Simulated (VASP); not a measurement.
# Zr (P6_3/mmc) in VASP: further runs

Aim: see how the results for Zr move with the level of theory and the settings. Levels: r2SCAN, PBEsol. Tasks: single point.

Program: VASP 6.6.1. These are calculated values, not measurements. Logs are shortened: lines on timing, memory, paths and dates and some standing lists are left out, and cuts for length are marked.

### 1 The cell of the first run

It takes space group P6_3/mmc (No. 194, hexagonal). Conventional cell: a = 3.188 Å, b = 3.188 Å, c = 5.077 Å, α = 90.00°, β = 90.00°, γ = 120.00°. Within 4.1 Å of Zr (site symmetry -6m2) lie 12 Zr at 3.14 to 3.19 Å.

### 2 Single point, r2SCAN (22.35 Å³/atom)

The input, POSCAR:

```
Zr
1.0
    3.1883189697      0.0000000000      0.0000000000
   -1.5941594848      2.7611652231      0.0000000000
    0.0000000000      0.0000000000      5.0774374186
Zr
2
Direct
    0.6666666667      0.3333333333      0.7500000000
    0.3333333333      0.6666666667      0.2500000000
```

The input, INCAR.step1:

```
SYSTEM = Zr
ALGO = Normal
EDIFF = 1E-5
ENCUT = 550
GGA = PE
GGA_COMPAT = .False.
ISMEAR = -1
LASPH = .True.
LCHARG = .False.
LREAL = .False.
LWAVE = .True.
NBANDS = 19
NELM = 120
PREC = Accurate
SIGMA = 0.05
```

The input, INCAR.step2:

```
SYSTEM = Zr
ALGO = Normal
EDIFF = 1E-6
ENCUT = 550
GGA_COMPAT = .False.
ISIF = 2
ISMEAR = -1
ISTART = 1
LASPH = .True.
LCHARG = .False.
LMIXTAU = .True.
LREAL = .False.
LWAVE = .False.
METAGGA = R2SCAN
NBANDS = 19
NELM = 120
PREC = Accurate
SIGMA = 0.05
```

The input, KPOINTS:

```
k-points
0
Gamma
  9 9 5
  0 0 0
```

Potentials or basis: VASP PAW PBE potentials, release 64 (Zr_sv).

Launch:

```bash
$ cat potpaw_PBE.64/Zr_sv/POTCAR > POTCAR
$ cp INCAR.step1 INCAR
$ mpirun -np 1 vasp_std > vasp.out
$ cp INCAR.step2 INCAR
$ mpirun -np 1 vasp_std > vasp.out
```

OUTCAR:

```text
SYSTEM = Zr
   EDIFF = 1E-6
   ENCUT = 550
   ISIF = 2
   ISMEAR = -1
   ISTART = 1
   LASPH = .True.
   LREAL = .False.
   METAGGA = R2SCAN
   NELM = 120
   PREC = Accurate

 ion  position               nearest neighbor table
   1  0.667  0.333  0.750-   2 3.14   2 3.14   2 3.14   2 3.14   2 3.14   2 3.14
   2  0.333  0.667  0.250-   1 3.14   1 3.14   1 3.14   1 3.14   1 3.14   1 3.14

  LATTYP: Found a hexagonal cell.
 ALAT       =     3.1883189697
 C/A-ratio  =     1.5925123762

  Lattice vectors:

 A1 = (   3.1883189697,   0.0000000000,   0.0000000000)
 A2 = (  -1.5941594848,   2.7611652231,   0.0000000000)
 A3 = (   0.0000000000,   0.0000000000,   5.0774374186)

Analysis of symmetry for initial positions (statically):
=====================================================================
 Subroutine PRICEL returns:
 Original cell was already a primitive cell.

 Routine SETGRP: Setting up the symmetry group for a
 hexagonal supercell.

 Subroutine GETGRP returns: Found 24 space group operations
 (whereof 12 operations were pure point group operations)
 out of a pool of 24 trial point group operations.

The static configuration has the point symmetry D_3d.
 The point group associated with its full space group is D_6h.

Analysis of symmetry for dynamics (positions and initial velocities):
=====================================================================
 Subroutine PRICEL returns:
 Original cell was already a primitive cell.

 Routine SETGRP: Setting up the symmetry group for a
 hexagonal supercell.

 Subroutine GETGRP returns: Found 24 space group operations
 (whereof 12 operations were pure point group operations)
 out of a pool of 24 trial point group operations.

The dynamic configuration has the point symmetry D_3d.
 The point group associated with its full space group is D_6h.

 Subroutine INISYM returns: Found 24 space group operations
 (whereof 12 operations are pure point group operations),
 and found     1 'primitive' translations

----------------------------------------------------------------------------------------

                                     Primitive cell

  volume of cell :      44.6991

  direct lattice vectors                    reciprocal lattice vectors
     3.188318970  0.000000000  0.000000000     0.313644905  0.181082970  0.000000000
    -1.594159485  2.761165223  0.000000000     0.000000000  0.362165941  0.000000000
     0.000000000  0.000000000  5.077437419     0.000000000  0.000000000  0.196949744

  length of vectors
     3.188318970  3.188318970  5.077437419     0.362165941  0.362165941  0.196949744

  position of ions in fractional coordinates (direct lattice)
     0.666666667  0.333333333  0.750000000
     0.333333333  0.666666667  0.250000000

  ion indices of the primitive-cell ions
   primitive index   ion index
                 1           1
                 2           2

----------------------------------------------------------------------------------------

 KPOINTS: k-points

Automatic generation of k-mesh.
 Grid dimensions read from file:
 generate k-points for:    9    9    5

 Generating k-lattice:

  Cartesian coordinates                     Fractional coordinates (reciprocal lattice)
     0.034849434  0.020120330  0.000000000     0.111111111  0.000000000  0.000000000
     0.000000000  0.040240660  0.000000000     0.000000000  0.111111111  0.000000000
     0.000000000  0.000000000  0.039389949     0.000000000  0.000000000  0.200000000

  Length of vectors
     0.040240660  0.040240660  0.039389949

  Shift w.r.t. Gamma in fractional coordinates (k-lattice)
     0.000000000  0.000000000  0.000000000

 Subroutine IBZKPT returns following result:
 ===========================================

 Found     36 irreducible k-points:

 Following reciprocal coordinates:
            Coordinates               Weight
  0.000000  0.000000  0.000000      1.000000
  0.111111 -0.000000  0.000000      6.000000
  0.222222 -0.000000  0.000000      6.000000
  0.333333 -0.000000  0.000000      6.000000
  0.444444 -0.000000  0.000000      6.000000
  0.111111  0.111111  0.000000      6.000000
[... 16 lines left out ...]
  0.333333  0.222222  0.200000     24.000000
  0.333333  0.333333  0.200000      4.000000
 [... further k-points ...]
   k-points           NKPTS =     36   k-points in BZ     NKDIM =     36   number of bands    NBANDS=     19
   number of dos      NEDOS =    301   number of ions     NIONS =      2
   total plane-waves  NPLWV =  23040
   dimension x,y,z NGX =    24 NGY =   24 NGZ =   40
   dimension x,y,z NGXF=    48 NGYF=   48 NGZF=   80
   ions per type =               2
   NGX,Y,Z   is equivalent  to a cutoff of  12.51, 12.51, 13.10 a.u.
   NGXF,Y,Z  is equivalent  to a cutoff of  25.03, 25.03, 26.19 a.u.
 SYSTEM =  Zr
   PREC   = accura    normal or accurate (medium, high low for compatibility)
   ISTART =      1    job   : 0-new  1-cont  2-samecut
   ICHARG =      0    charge: 1-file 2-atom 10-const
   ISPIN  =      1    spin polarized calculation?
   LNONCOLLINEAR =      F non collinear calculations
   LSORBIT =      F    spin-orbit coupling
   LASPH  =      T    aspherical Exc in radial PAW
   ENCUT  =  550.0 eV  40.42 Ry    6.36 a.u.   6.10  6.10  9.71*2*pi/ulx,y,z
   NELM   =    120;   NELMIN=  2; NELMDL=  0     # of ELM steps
   EDIFF  = 0.1E-05   stopping-criterion for ELM
   LREAL  =      F    real-space projection
   EDIFFG = 0.1E-04   stopping-criterion for IOM
   NSW    =      0    number of steps for IOM
   IBRION =     -1    ionic relax: 0-MD 1-quasi-New 2-CG
   NFREE  =      0    steps in history (QN), initial steepest desc. (CG)
   ISIF   =      2    stress and relaxation
   ISYM   =      2    0-nonsym 1-usesym 2-fastsym
   POTIM  = 0.5000    time-step for ionic-motion
   TEBEG  =    0.0;   TEEND  =   0.0 temperature during run
   PSTRESS=    0.0 pullay stress
   NELECT =      24.0000    total number of electrons
   NUPDOWN=      -1.0000    fix difference up-down
   EMIN   =  10.00;   EMAX   =-10.00  energy-range for DOS
   EFERMI =   0.00;   METHOD = LEGACY
   ISMEAR =    -1;   SIGMA  =   0.05  broadening in eV -4-tet -1-fermi 0-gaus
   EFERMI_NEDOS =   21; number of points for ismear=-14 and -15
   IALGO  =     38    algorithm
   IMIX   =      4    mixing-type and parameters
     AMIX     =   0.40;   BMIX     =  1.00
     AMIX_MAG =   1.60;   BMIX_MAG =  1.00
  volume/ion in A,a.u.               =      22.35       150.82
  Fermi-wavevector in a.u.,A,eV,Ry     =   1.330594  2.514459 24.088860  1.770481
  Thomas-Fermi vector in A             =   2.459669
   LORBIT       =      0    0 simple, 1 ext, 2 COOP (PROOUT), +10 PAW based schemes
   METAGGA = R2SCAN    functional components
   LHFCALC =     F    Hartree Fock is set to
   AEXX    =    0.0000 exact exchange contribution
   IVDW    =     0    specifies the selected vdW correction
   LEPSILON=     F    determine dielectric tensor
   LRPA    =     F    only Hartree local field effects (RPA)
 non-spin polarized calculation
  energy-cutoff  :      550.00
  volume of cell :       44.70
 maximum number of plane-waves:      1329
   NGX = 13   NGY = 13   NGZ = 19

 number of electron      24.0000000 magnetization

 Free energy of the ion-electron system (eV)
  ---------------------------------------------------
  ext. energy  EPLUGINS =         0.00000000
  ---------------------------------------------------
  free energy    TOTEN  =       -45.47625330 eV

  energy without entropy =      -45.46373990  energy(sigma->0) =      -45.46999660

 E-fermi :   9.5248     XC(G=0): -12.1561

 val. band max:        9.4872139828   @ k =   0.0000   0.0000   0.4000
 cond. band min:       9.5316108275   @ k =   0.1111  -0.0000   0.4000
 fundamental gap:      0.0443968447
 Fermi energy:         9.5248424743

 k-point     1 :       0.0000    0.0000    0.0000
  band No.  band energies     occupation
      1     -40.9705      2.00000
      2     -40.7731      2.00000
      3     -18.9117      2.00000
      4     -17.8674      2.00000
      5     -17.8674      2.00000
      6     -17.7069      2.00000
[... 11 lines left out ...]
     18      11.9755      0.00000
     19      14.4188      0.00000

 k-point     2 :       0.1111   -0.0000    0.0000
  band No.  band energies     occupation
      1     -40.9528      2.00000
      2     -40.7659      2.00000
      3     -18.8667      2.00000
      4     -17.9667      2.00000
      5     -17.8995      2.00000
      6     -17.8060      2.00000
[... 11 lines left out ...]
     18      11.6547      0.00000
     19      14.6552      0.00000

 k-point     3 :       0.2222   -0.0000    0.0000
  band No.  band energies     occupation
      1     -40.9063      2.00000
      2     -40.7490      2.00000
      3     -18.7424      2.00000
      4     -18.2176      2.00000
      5     -18.0517      2.00000
      6     -17.9762      2.00000
[... 11 lines left out ...]
     18      12.5235      0.00000
     19      15.0389      0.00000

 k-point     4 :       0.3333   -0.0000    0.0000
  band No.  band energies     occupation
      1     -40.8482      2.00000
      2     -40.7343      2.00000
      3     -18.5712      2.00000
      4     -18.5007      2.00000
      5     -18.3131      2.00000
      6     -18.0581      2.00000
[... 11 lines left out ...]
     18      13.8366      0.00000
     19      15.2883      0.00000

 k-point     5 :       0.4444   -0.0000    0.0000
  band No.  band energies     occupation
      1     -40.8034      2.00000
      2     -40.7313      2.00000
      3     -18.6828      2.00000
      4     -18.4757      2.00000
      5     -18.4177      2.00000
      6     -18.1095      2.00000
[... 11 lines left out ...]
     18      15.2645      0.00000
     19      15.3901      0.00000
[... 334 lines left out ...]
      2     -40.7381      2.00000
      3     -18.7428      2.00000
      4     -18.5673      2.00000
      5     -18.2742      2.00000
      6     -18.1147      2.00000
[... 11 lines left out ...]
     18      15.1320      0.00000
     19      16.0078      0.00000

 k-point    22 :       0.2222    0.2222    0.2000
  band No.  band energies     occupation
      1     -40.8111      2.00000
      2     -40.7393      2.00000
      3     -18.6061      2.00000
      4     -18.5067      2.00000
      5     -18.2385      2.00000
      6     -18.1760      2.00000
[... 11 lines left out ...]
     18      14.6331      0.00000
     19      15.6583      0.00000

 k-point    23 :       0.3333    0.2222    0.2000
  band No.  band energies     occupation
      1     -40.7749      2.00000
      2     -40.7388      2.00000
      3     -18.6351      2.00000
      4     -18.5291      2.00000
      5     -18.3371      2.00000
      6     -18.1539      2.00000
[... 11 lines left out ...]
     18      15.0709      0.00000
     19      16.6573      0.00000

 k-point    24 :       0.3333    0.3333    0.2000
  band No.  band energies     occupation
      1     -40.7504      2.00000
      2     -40.7504      2.00000
      3     -18.5067      2.00000
      4     -18.5025      2.00000
      5     -18.5025      2.00000
      6     -18.1933      2.00000
[... 11 lines left out ...]
     18      14.3397      0.00000
     19      16.9955      0.00000

 [... further k-points ...]
[... 5 lines left out ...]
  --------------------------------------------------------------------------------------
  -------------------------------------------------------------------------------------
  Total        1.3930075      1.3930075      1.5483276      0.0000000      0.0000000      0.0000000
  in kB       49.9304304     49.9304304     55.4976626      0.0000000      0.0000000      0.0000000
  external PRESSURE =      51.7861745 kB  Pullay stress =       0.0000000 kB

 VOLUME and BASIS-vectors are now :
 -----------------------------------------------------------------------------
  energy-cutoff  :      550.00
  volume of cell :       44.70
      direct lattice vectors                 reciprocal lattice vectors
     3.188318970  0.000000000  0.000000000     0.313644905  0.181082970  0.000000000
    -1.594159485  2.761165223  0.000000000     0.000000000  0.362165941  0.000000000
     0.000000000  0.000000000  5.077437419     0.000000000  0.000000000  0.196949744

 POSITION                                       TOTAL-FORCE (eV/Angst)
 -----------------------------------------------------------------------------------
      1.59416      0.92039      3.80808        -0.000000     -0.000000      0.000000
     -0.00000      1.84078      1.26936         0.000000      0.000000      0.000000
 -----------------------------------------------------------------------------------
    total drift:                               -0.000000      0.000000     -0.000000

  FREE ENERGIE OF THE ION-ELECTRON SYSTEM (eV)
  ---------------------------------------------------
  free  energy   TOTEN  =       -45.4762533047 eV

  energy  without entropy=      -45.4637398980  energy(sigma->0) =      -45.46999660
```

It took 81 s on 1 thread of AMD EPYC 7R13 (Zen 3), shared host; peak memory 0.15 GiB.

Results:

* Free energy: -45.4763 eV
* Pressure: 5.2 GPa
* Band gap on the k mesh: zero (bands 12 and 13 overlap by 1.29 eV)

Levels at points of the mesh, in eV from the Fermi level:
```
           k point  band 9  band 10  band 11  band 12  band 13  band 14  band 15  band 16
(0.00, 0.00, 0.00)   -6.09    -3.34     0.96     0.96     1.14     1.19     1.75     1.75
```

Caveat: the cell stands under pressure; the PAW data sets were made with another functional, which shifts forces and pressure a little.

### 3 Single point, r2SCAN (22.82 Å³/atom)

This run uses another cell than the first one, of 22.82 Å³/atom.

The input, POSCAR:

```
Zr
1.0
    3.2103080712      0.0000000000      0.0000000000
   -1.6051540356      2.7802083436      0.0000000000
    0.0000000000      0.0000000000      5.1124553350
Zr
2
Direct
    0.6666666667      0.3333333333      0.7500000000
    0.3333333333      0.6666666667      0.2500000000
```

The input, INCAR.step1:

```
PREC     = Accurate       # precision mode
ENCUT    = 550            # plane-wave cutoff, eV
ISMEAR   = -1             # smearing method
SIGMA    = 0.05           # smearing width, eV
LREAL    = False          # projectors in reciprocal space
LASPH    = True           # aspherical terms in the spheres
NELM     = 120            # most SCF steps
NBANDS   = 19             # bands
GGA      = PE             # functional
ALGO     = Normal         # electronic algorithm
EDIFF    = 1E-5           # SCF threshold, eV
LWAVE    = True           # write WAVECAR
LCHARG   = False          # write CHGCAR
GGA_COMPAT= False
```

The input, INCAR.step2:

```
PREC     = Accurate       # precision mode
ENCUT    = 550            # plane-wave cutoff, eV
EDIFF    = 1E-6           # SCF threshold, eV
ISMEAR   = -1             # smearing method
SIGMA    = 0.05           # smearing width, eV
LREAL    = False          # projectors in reciprocal space
LASPH    = True           # aspherical terms in the spheres
NELM     = 120            # most SCF steps
ALGO     = Normal         # electronic algorithm
ISIF     = 2              # what is computed and relaxed
LWAVE    = False          # write WAVECAR
LCHARG   = False          # write CHGCAR
METAGGA  = R2SCAN         # meta-GGA
LMIXTAU  = True         
NBANDS   = 19             # bands
ISTART   = 1            
GGA_COMPAT= False
```

The input, KPOINTS:

```
Automatic mesh
0
Gamma
  9 9 5
```

Potentials or basis: VASP PAW PBE potentials, release 64 (Zr_sv).

Launch:

```bash
$ cat potpaw_PBE.64/Zr_sv/POTCAR > POTCAR
$ cp INCAR.step1 INCAR
$ mpirun -np 1 vasp_std > vasp.out
$ cp INCAR.step2 INCAR
$ mpirun -np 1 vasp_std > vasp.out
```

Run time: 2.1 min. Hardware: 1 thread of AMD EPYC 7R13 (Zen 3), shared host; peak memory 0.16 GiB.

It converged, with:

```
Free energy            : -45.5000 eV
Pressure               : 2.9 GPa
Band gap on the k mesh : zero (bands 12 and 13 overlap by 1.30 eV)
```

Stress tensor (GPa, compression positive):
```
2.83 0.00 0.00
0.00 2.83 0.00
0.00 0.00 3.19
```

Levels at points of the mesh, in eV from the Fermi level:
```
           k point  band 9  band 10  band 11  band 12  band 13  band 14  band 15  band 16
(0.00, 0.00, 0.00)   -6.06    -3.28     0.96     0.96     1.10     1.13     1.73     1.73
```

Caveat: the PAW data sets were made with another functional, which shifts forces and pressure a little.

### 4 Single point, PBEsol

This run uses another cell than the first one, of 18.10 Å³/atom.

The input, INCAR:

```
SYSTEM = Zr
PREC = Accurate
ENCUT = 520
EDIFF = 1E-6
ISMEAR = -1
SIGMA = 0.05
LREAL = .FALSE.
LASPH = .TRUE.
NELM = 80
ALGO = Normal
ISIF = 2
LWAVE = .FALSE.
LCHARG = .FALSE.
GGA = PS
NBANDS = 19
```

The input, KPOINTS:

```
regular mesh
0
G
  9 9 5
  0 0 0
```

The input, POSCAR:

```
Zr
1.0
    2.9312276587      0.0000000000      0.0000000000
   -1.4656138293      2.5385176167      0.0000000000
    0.0000000000      0.0000000000      4.8636130844
Zr
2
Direct
    0.6666666667      0.3333333333      0.7500000000
    0.3333333333      0.6666666667      0.2500000000
```

Launch:

```bash
$ cat potpaw_PBE.64/Zr_sv/POTCAR > POTCAR
$ mpirun -np 1 vasp_std > vasp.out
```

Run time: 22 s. Hardware: 1 thread of Intel Xeon 8259CL, shared host; peak memory 0.16 GiB.

The run converged. Its results:

```yaml
Free_energy: -17.4690 eV
Pressure: 30.1 GPa
Band_gap_on_the_k_mesh: zero (bands 12 and 13 overlap by 1.16 eV)
```

Levels at points of the mesh, in eV from the Fermi level:
```
           k point  band 9  band 10  band 11  band 12  band 13  band 14  band 15  band 16
(0.00, 0.00, 0.00)   -5.89    -3.69     0.63     0.95     0.95     1.80     1.80     2.15
```

Caveat: the cell stands under pressure; the PAW data sets were made with another functional, which shifts forces and pressure a little.

### 5 Single point, PBEsol

This run uses another cell than the first one, of 19.15 Å³/atom.

The input, INCAR:

```
SYSTEM = Zr
ALGO = Normal
EDIFF = 1E-6
ENCUT = 520
GGA = PS
ISIF = 2
ISMEAR = -1
LASPH = .True.
LCHARG = .True.
LELF = .True.
LREAL = .False.
LVHAR = .True.
LWAVE = .False.
NBANDS = 19
NELM = 60
PREC = Accurate
SIGMA = 0.05
```

The input, KPOINTS:

```
k-points
0
Gamma
  9 9 5
  0 0 0
```

The input, POSCAR:

```
Zr
1.0
    2.9941582530      0.0000000000      0.0000000000
   -1.4970791265      2.5930171100      0.0000000000
    0.0000000000      0.0000000000      4.9343026660
Zr
2
Direct
    0.6666666667      0.3333333333      0.7500000000
    0.3333333333      0.6666666667      0.2500000000
```

Launch:

```bash
$ cat potpaw_PBE.64/Zr_sv/POTCAR > POTCAR
$ mpirun -np 1 vasp_std > vasp.out
```

Run time: 27 s. Hardware: 1 thread of Intel Xeon 8259CL, shared host; peak memory 0.17 GiB.

Results (log left out):

```yaml
Free_energy: -17.8003 eV
Pressure: 20.1 GPa
Band_gap_on_the_k_mesh: zero (bands 12 and 13 overlap by 1.09 eV)
```

Levels at points of the mesh, in eV from the Fermi level:
```
           k point  band 10  band 11  band 12  band 13  band 14  band 15
(0.00, 0.00, 0.00)    -3.56     0.71     0.93     0.93     1.74     1.74
```

Caveat: the cell stands under pressure; the PAW data sets were made with another functional, which shifts forces and pressure a little.

### 6 The runs side by side

```tsv
level	cell	cutoff (eV)	gap on the mesh (eV)	pressure (GPa)
r2SCAN	a = 3.188, b = 3.188, c = 5.077 Å, angles 90.0, 90.0, 120.0°, 2 atoms	550	none	5.2
r2SCAN	a = 3.210, b = 3.210, c = 5.112 Å, angles 90.0, 90.0, 120.0°, 2 atoms	550	none	2.9
PBEsol	a = 2.931, b = 2.931, c = 4.864 Å, angles 90.0, 90.0, 120.0°, 2 atoms	520	none	30.1
PBEsol	a = 2.994, b = 2.994, c = 4.934 Å, angles 90.0, 90.0, 120.0°, 2 atoms	520	none	20.1
```

Alike in all rows: task single point; potentials or basis VASP PAW PBE potentials, release 64 (Zr_sv); no spin polarisation; k mesh 9 × 9 × 5; smearing fermi-dirac 0.05 eV.

Caveats: the PAW data sets were made with another functional, which shifts forces and pressure a little; the cell stands under pressure (at least some runs).

Total energies depend on the potentials used, so only differences within one code and one set of settings carry meaning.

The gap in the log of VASP goes by the Fermi energy; the results here count the filled bands.